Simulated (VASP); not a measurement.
# LiH (Fm-3m) in VASP: further runs

LiH is run at these levels: LDA; tasks: density of states, electric field gradients.

Everything below comes from runs of VASP 6.6.1. Logs are shortened: lines on timing, memory, paths and dates and some standing lists are left out, and cuts for length are marked.

## Step 1: The cell of the first run

It takes space group Fm-3m (No. 225, cubic). Conventional cell: a = 4.065 Å, b = 4.065 Å, c = 4.065 Å, α = 90.00°, β = 90.00°, γ = 90.00°. Within 2.7 Å of Li (site symmetry m-3m) lie 6 H at 2.03 Å. H (site symmetry m-3m) has 6 Li at 2.03 Å within 2.7 Å.

## Step 2: Density of states, LDA

Contents of POSCAR:

```
LiH
1.0
    0.0000000000      2.0325000000      2.0325000000
    2.0325000000      0.0000000000      2.0325000000
    2.0325000000      2.0325000000      0.0000000000
Li H
1 1
Direct
    0.0000000000      0.0000000000      0.0000000000
    0.5000000000      0.5000000000      0.5000000000
```

Contents of INCAR.step1:

```
SYSTEM = LiH
ALGO = Normal
EDIFF = 1E-7
ENCUT = 520
ISIF = 2
ISMEAR = -1
LASPH = .TRUE.
LCHARG = .TRUE.
LREAL = .FALSE.
LWAVE = .FALSE.
NBANDS = 9
NELM = 100
PREC = Accurate
SIGMA = 0.03
```

Contents of KPOINTS.step1:

```
k-points
0
G
  11 11 11
  0 0 0
```

Contents of INCAR.step2:

```
SYSTEM = LiH
ALGO = Normal
EDIFF = 1E-7
ENCUT = 520
ICHARG = 11
ISIF = 2
ISMEAR = -5
LASPH = .TRUE.
LCHARG = .FALSE.
LORBIT = 10
LREAL = .FALSE.
LWAVE = .FALSE.
NEDOS = 2001
NELM = 100
PREC = Accurate
SIGMA = 0.03
```

Contents of KPOINTS.step2:

```
k-points
0
G
  17 17 17
  0 0 0
```

Potentials or basis: VASP PAW LDA potentials, release 64 (Li_sv, H).

On the command line:

```bash
$ cat potpaw_LDA.64/Li_sv/POTCAR potpaw_LDA.64/H/POTCAR > POTCAR
$ cp INCAR.step1 INCAR
$ cp KPOINTS.step1 KPOINTS
$ mpirun -np 1 vasp_std > vasp.out
$ cp INCAR.step2 INCAR
$ cp KPOINTS.step2 KPOINTS
$ mpirun -np 1 vasp_std > vasp.out
```

OUTCAR:

```text
SYSTEM = LiH
   EDIFF = 1E-7
   ENCUT = 520
   ICHARG = 11
   ISIF = 2
   ISMEAR = -5
   LASPH = .TRUE.
   LORBIT = 10
   LREAL = .FALSE.
   NELM = 100
   PREC = Accurate

 ion  position               nearest neighbor table
   1  0.000  0.000  0.000-
   2  0.500  0.500  0.500-

  LATTYP: Found a face centered cubic cell.
 ALAT       =     4.0650000000

  Lattice vectors:

 A1 = (   0.0000000000,   2.0325000000,   2.0325000000)
 A2 = (   2.0325000000,   0.0000000000,   2.0325000000)
 A3 = (   2.0325000000,   2.0325000000,   0.0000000000)

Analysis of symmetry for initial positions (statically):
=====================================================================
 Subroutine PRICEL returns:
 Original cell was already a primitive cell.

 Routine SETGRP: Setting up the symmetry group for a
 face centered cubic supercell.

 Subroutine GETGRP returns: Found 48 space group operations
 (whereof 48 operations were pure point group operations)
 out of a pool of 48 trial point group operations.

The static configuration has the point symmetry O_h .

Analysis of symmetry for dynamics (positions and initial velocities):
=====================================================================
 Subroutine PRICEL returns:
 Original cell was already a primitive cell.

 Routine SETGRP: Setting up the symmetry group for a
 face centered cubic supercell.

 Subroutine GETGRP returns: Found 48 space group operations
 (whereof 48 operations were pure point group operations)
 out of a pool of 48 trial point group operations.

The dynamic configuration has the point symmetry O_h .

 Subroutine INISYM returns: Found 48 space group operations
 (whereof 48 operations are pure point group operations),
 and found     1 'primitive' translations

----------------------------------------------------------------------------------------

                                     Primitive cell

  volume of cell :      16.7927

  direct lattice vectors                    reciprocal lattice vectors
     0.000000000  2.032500000  2.032500000    -0.246002460  0.246002460  0.246002460
     2.032500000  0.000000000  2.032500000     0.246002460 -0.246002460  0.246002460
     2.032500000  2.032500000  0.000000000     0.246002460  0.246002460 -0.246002460

  length of vectors
     2.874389066  2.874389066  2.874389066     0.426088760  0.426088760  0.426088760

  position of ions in fractional coordinates (direct lattice)
     0.000000000  0.000000000  0.000000000
     0.500000000  0.500000000  0.500000000

  ion indices of the primitive-cell ions
   primitive index   ion index
                 1           1
                 2           2

----------------------------------------------------------------------------------------

 KPOINTS: k-points

Automatic generation of k-mesh.
 Grid dimensions read from file:
 generate k-points for:   17   17   17

 Generating k-lattice:

  Cartesian coordinates                     Fractional coordinates (reciprocal lattice)
    -0.014470733  0.014470733  0.014470733     0.058823529  0.000000000  0.000000000
     0.014470733 -0.014470733  0.014470733     0.000000000  0.058823529  0.000000000
     0.014470733  0.014470733 -0.014470733     0.000000000  0.000000000  0.058823529

  Length of vectors
     0.025064045  0.025064045  0.025064045

  Shift w.r.t. Gamma in fractional coordinates (k-lattice)
     0.000000000  0.000000000  0.000000000

 TETIRR: Found    693 inequivalent tetrahedra from    29478

 Subroutine IBZKPT returns following result:
 ===========================================

 Found    165 irreducible k-points:

 Following reciprocal coordinates:
            Coordinates               Weight
  0.000000  0.000000  0.000000      1.000000
  0.058824  0.000000  0.000000      8.000000
  0.117647  0.000000  0.000000      8.000000
  0.176471  0.000000  0.000000      8.000000
  0.235294  0.000000  0.000000      8.000000
  0.294118  0.000000  0.000000      8.000000
[... 16 lines left out ...]
 -0.176471  0.058824  0.000000     24.000000
 -0.117647  0.058824  0.000000     24.000000
 [... further k-points ...]
   k-points           NKPTS =    165   k-points in BZ     NKDIM =    165   number of bands    NBANDS=      6
   number of dos      NEDOS =   2001   number of ions     NIONS =      2
   total plane-waves  NPLWV =  13824
   dimension x,y,z NGX =    24 NGY =   24 NGZ =   24
   dimension x,y,z NGXF=    48 NGYF=   48 NGZF=   48
   ions per type =               1   1
   NGX,Y,Z   is equivalent  to a cutoff of  13.88, 13.88, 13.88 a.u.
   NGXF,Y,Z  is equivalent  to a cutoff of  27.76, 27.76, 27.76 a.u.
 SYSTEM =  LiH
   PREC   = accura    normal or accurate (medium, high low for compatibility)
   ISTART =      0    job   : 0-new  1-cont  2-samecut
   ICHARG =     11    charge: 1-file 2-atom 10-const
   ISPIN  =      1    spin polarized calculation?
   LNONCOLLINEAR =      F non collinear calculations
   LSORBIT =      F    spin-orbit coupling
   LASPH  =      T    aspherical Exc in radial PAW
   ENCUT  =  520.0 eV  38.22 Ry    6.18 a.u.   5.34  5.34  5.34*2*pi/ulx,y,z
   NELM   =    100;   NELMIN=  2; NELMDL=  0     # of ELM steps
   EDIFF  = 0.1E-06   stopping-criterion for ELM
   LREAL  =      F    real-space projection
   EDIFFG = 0.1E-05   stopping-criterion for IOM
   NSW    =      0    number of steps for IOM
   IBRION =     -1    ionic relax: 0-MD 1-quasi-New 2-CG
   NFREE  =      0    steps in history (QN), initial steepest desc. (CG)
   ISIF   =      2    stress and relaxation
   ISYM   =      2    0-nonsym 1-usesym 2-fastsym
   POTIM  = 0.5000    time-step for ionic-motion
   TEBEG  =    0.0;   TEEND  =   0.0 temperature during run
   PSTRESS=    0.0 pullay stress
   NELECT =       4.0000    total number of electrons
   NUPDOWN=      -1.0000    fix difference up-down
   EMIN   =  10.00;   EMAX   =-10.00  energy-range for DOS
   EFERMI =   0.00;   METHOD = LEGACY
   ISMEAR =    -5;   SIGMA  =   0.03  broadening in eV -4-tet -1-fermi 0-gaus
   EFERMI_NEDOS =   21; number of points for ismear=-14 and -15
   IALGO  =     38    algorithm
   IMIX   =      4    mixing-type and parameters
     AMIX     =   0.40;   BMIX     =  1.00
     AMIX_MAG =   1.60;   BMIX_MAG =  1.00
  volume/ion in A,a.u.               =       8.40        56.66
  Fermi-wavevector in a.u.,A,eV,Ry     =   1.014817  1.917726 14.012000  1.029853
  Thomas-Fermi vector in A             =   2.148066
   LORBIT       =     10    0 simple, 1 ext, 2 COOP (PROOUT), +10 PAW based schemes
   GGA     = CA    functional components
   LHFCALC =     F    Hartree Fock is set to
   AEXX    =    0.0000 exact exchange contribution
   IVDW    =     0    specifies the selected vdW correction
   LEPSILON=     F    determine dielectric tensor
   LRPA    =     F    only Hartree local field effects (RPA)
 non-spin polarized calculation
 Fermi weights with tetrahedron method with Bloechl corrections
  energy-cutoff  :      520.00
  volume of cell :       16.79
 maximum number of plane-waves:       467
 NGX is ok and might be reduce to    24

 number of electron       3.9999998 magnetization

 Free energy of the ion-electron system (eV)
  ---------------------------------------------------
  ext. energy  EPLUGINS =         0.00000000
  ---------------------------------------------------
  free energy    TOTEN  =        -6.47201616 eV

  energy without entropy =       -6.47201616  energy(sigma->0) =       -6.47201616

 E-fermi :   0.0181     XC(G=0):  -8.6695

 val. band max:       -0.0113033732   @ k =  -0.4706   0.4706   0.0000
 cond. band min:       2.7116038543   @ k =  -0.4706   0.4706   0.0000
 fundamental gap:      2.7229072275
 Fermi energy:         0.0180720560

 k-point     1 :       0.0000    0.0000    0.0000
  band No.  band energies     occupation
      1     -43.4953      2.00000
      2      -5.3925      2.00000
      3      15.5906      0.00000
      4      16.9970      0.00000
      5      16.9970      0.00000
      6      16.9970      0.00000

 k-point     2 :       0.0588    0.0000    0.0000
  band No.  band energies     occupation
      1     -43.4937      2.00000
      2      -5.3324      2.00000
      3      15.0398      0.00000
      4      16.6490      0.00000
      5      16.8544      0.00000
      6      16.8544      0.00000

 k-point     3 :       0.1176    0.0000    0.0000
  band No.  band energies     occupation
      1     -43.4895      2.00000
      2      -5.1545      2.00000
      3      13.5288      0.00000
      4      15.9976      0.00000
      5      16.5241      0.00000
      6      16.5241      0.00000

 k-point     4 :       0.1765    0.0000    0.0000
  band No.  band energies     occupation
      1     -43.4829      2.00000
      2      -4.8621      2.00000
      3      11.6195      0.00000
      4      15.3193      0.00000
      5      16.1627      0.00000
      6      16.1627      0.00000

 k-point     5 :       0.2353    0.0000    0.0000
  band No.  band energies     occupation
      1     -43.4750      2.00000
      2      -4.4656      2.00000
      3       9.7010      0.00000
      4      14.6731      0.00000
      5      15.8647      0.00000
      6      15.8647      0.00000
[... 136 lines left out ...]
 k-point    21 :      -0.2941    0.0588    0.0000
  band No.  band energies     occupation
      1     -43.4633      2.00000
      2      -3.7541      2.00000
      3       7.4273      0.00000
      4      13.0848      0.00000
      5      15.1014      0.00000
      6      16.4026      0.00000

 k-point    22 :      -0.2353    0.0588    0.0000
  band No.  band energies     occupation
      1     -43.4712      2.00000
      2      -4.2568      2.00000
      3       9.1191      0.00000
      4      13.4768      0.00000
      5      15.3894      0.00000
      6      16.7137      0.00000

 k-point    23 :      -0.1765    0.0588    0.0000
  band No.  band energies     occupation
      1     -43.4793      2.00000
      2      -4.6862      2.00000
      3      10.9948      0.00000
      4      13.9676      0.00000
      5      15.8103      0.00000
      6      16.9848      0.00000

 k-point    24 :      -0.1176    0.0588    0.0000
  band No.  band energies     occupation
      1     -43.4863      2.00000
      2      -5.0156      2.00000
      3      12.8998      0.00000
      4      14.5947      0.00000
      5      16.2841      0.00000
      6      17.1774      0.00000

 [... further k-points ...]

------------------------ aborting loop because EDIFF is reached ----------------------------------------

  FORCE on cell =-STRESS in cart. coord.  units (eV):
  Direction    XX          YY          ZZ          XY          YZ          ZX
  --------------------------------------------------------------------------------------
  -------------------------------------------------------------------------------------
  Total       -0.4296210     -0.4296210     -0.4296210      0.0000000     -0.0000000     -0.0000000
  in kB      -40.9896727    -40.9896727    -40.9896727      0.0000000     -0.0000000     -0.0000000
  external PRESSURE =     -40.9896727 kB  Pullay stress =       0.0000000 kB

 VOLUME and BASIS-vectors are now :
 -----------------------------------------------------------------------------
  energy-cutoff  :      520.00
  volume of cell :       16.79
      direct lattice vectors                 reciprocal lattice vectors
     0.000000000  2.032500000  2.032500000    -0.246002460  0.246002460  0.246002460
     2.032500000  0.000000000  2.032500000     0.246002460 -0.246002460  0.246002460
     2.032500000  2.032500000  0.000000000     0.246002460  0.246002460 -0.246002460

 POSITION                                       TOTAL-FORCE (eV/Angst)
 -----------------------------------------------------------------------------------
      0.00000      0.00000      0.00000        -0.000000      0.000000     -0.000000
      2.03250      2.03250      2.03250         0.000000     -0.000000      0.000000
 -----------------------------------------------------------------------------------
    total drift:                                0.000000     -0.000000     -0.000000

  FREE ENERGIE OF THE ION-ELECTRON SYSTEM (eV)
  ---------------------------------------------------
  free  energy   TOTEN  =        -6.4720161614 eV

  energy  without entropy=       -6.4720161614  energy(sigma->0) =       -6.47201616

 total charge

# of ion       s       p       d       tot
------------------------------------------
    1        2.019   0.075   0.000   2.093
    2        0.516   0.002   0.000   0.518
--------------------------------------------------
tot          2.535   0.076   0.000   2.611
```

Run time: 36 s. Hardware: 1 thread of AMD EPYC 7R13, shared host; peak memory 0.1 GiB.

What came out:

* Valence electrons inside the program's atomic spheres: Li 2.09; H 0.52

Caveat: the cutoff is under 1.25 times the usual one of these potentials, so pressure, stress and relaxed cells hold a basis-set (Pulay) error.

[end of part 1 of 2]
